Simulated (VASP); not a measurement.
Here is a VASP 6.6.1 calculation.

File INCAR:

```
SYSTEM = Al
  PREC = Accurate
  ENCUT = 520
  EDIFF = 1E-6
  ISMEAR = -1
  SIGMA = 0.05
  LREAL = .FALSE.
  LASPH = .TRUE.
  NELM = 100
  ALGO = Normal
  ISIF = 2
  LWAVE = .FALSE.
  LCHARG = .FALSE.
  GGA = PS
  NBANDS = 8
```

Contents of KPOINTS:

```
Automatic mesh
0
G
  11 11 11
  0 0 0
```

The input POSCAR:

```
Al
1.0
    0.0000000000      2.0248050000      2.0248050000
    2.0248050000      0.0000000000      2.0248050000
    2.0248050000      2.0248050000      0.0000000000
Al
1
Direct
    0.0000000000      0.0000000000      0.0000000000
```

Potentials or basis: VASP PAW PBE potentials, release 64 (Al).

Command:

```sh
$ cat potpaw_PBE.64/Al/POTCAR > POTCAR
$ mpirun -np 1 vasp_std > vasp.out
```

**Question.** Estimate the pressure.

**Answer.** -1.9 GPa.

Caveat: the PAW data sets were made with another functional, which shifts forces and pressure a little.
